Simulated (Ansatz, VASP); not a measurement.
# One calculation of C, two programs

File INCAR:

```
ALGO = Normal
EDIFF = 1E-6
ENCUT = 520
ISIF = 2
ISMEAR = 0
LASPH = True
LCHARG = True
LELF = True
LREAL = False
LVHAR = True
LWAVE = False
NBANDS = 11
NELM = 100
PREC = Accurate
SIGMA = 0.01
```

KPOINTS

```
k-points
0
Gamma
  12 12 12
```

POSCAR

```
C
1.0
    1.8011913352      1.8011913352      0.0000000000
   -1.8011913352      1.8011913352      0.0000000000
    0.0000000000      1.8011913352      1.7565094675
C
2
Direct
    0.5000000000      0.5000000000      0.0000000000
    0.7500000000      0.2500000000      0.5000000000
```

Input for Ansatz:

```yaml
crystal:
  lattice:
    - [1.80119133515, 1.80119133515, 0.0]
    - [-1.80119133515, 1.80119133515, 0.0]
    - [0.0, 1.80119133515, 1.75650946753]
  atoms:
    - { symbol: C, position: [0.5, 0.5, 0.0] }
    - { symbol: C, position: [0.75, 0.25, 0.5] }
kpoints:
  mp_grid: { grid: [12, 12, 12] }
scf:
  occupations: { method: fixed }
  convergence: { dr2_threshold: 1.0e-10 }
hamiltonian:
  xc: lda
  pseudopotentials: { kind: all_electron, lapw: { basis_error: 0.0005 } }
output:
  forces: true
  stress: true
  eigenstates:
    kpoints:
      - [0.0, 0.0, 0.0]
      - [0.365542903, -0.365542903, 0.0]
      - [0.365542903, 0.365542903, 0.365542903]
      - [0.0, 0.0, 0.365542903]
      - [-0.5, -0.5, -0.5]
      - [-0.5, 0.5, 0.0]
      - [0.0, 0.0, -0.5]
      - [0.0, -0.5, -0.5]
      - [0.0, 0.5, 0.0]
      - [-0.5, 0.0, 0.0]
      - [-0.5, 0.0, -0.5]
  eigenvalues: true
```

Change from the starting cell: film at in-plane strain +0.02.

Alike in both runs: task single point; functional LDA; k mesh 12 × 12 × 12; no spin polarisation.

```csv
,VASP,Ansatz
version,VASP 6.6.1,Ansatz 0.2.0
potentials or method,"VASP PAW LDA potentials, release 64 (C), cutoff 520 eV","all-electron LAPW, scalar-relativistic"
occupations,"gaussian, width 0.01 eV",fixed
```

```tsv
	VASP	Ansatz	Ansatz less VASP
gap on the k mesh at the Fermi level (eV)	3.48	3.49	+0.006
pressure (GPa)	-13.6	-14.9	-1.33
traceless stress, the component that is largest in VASP (GPa)	15.01	15.05	+0.035
```

LDA's correlation is that of Perdew and Zunger in VASP and of Perdew and Wang (1992) in Ansatz. Ansatz ran all-electron here, and VASP with PAW potentials.
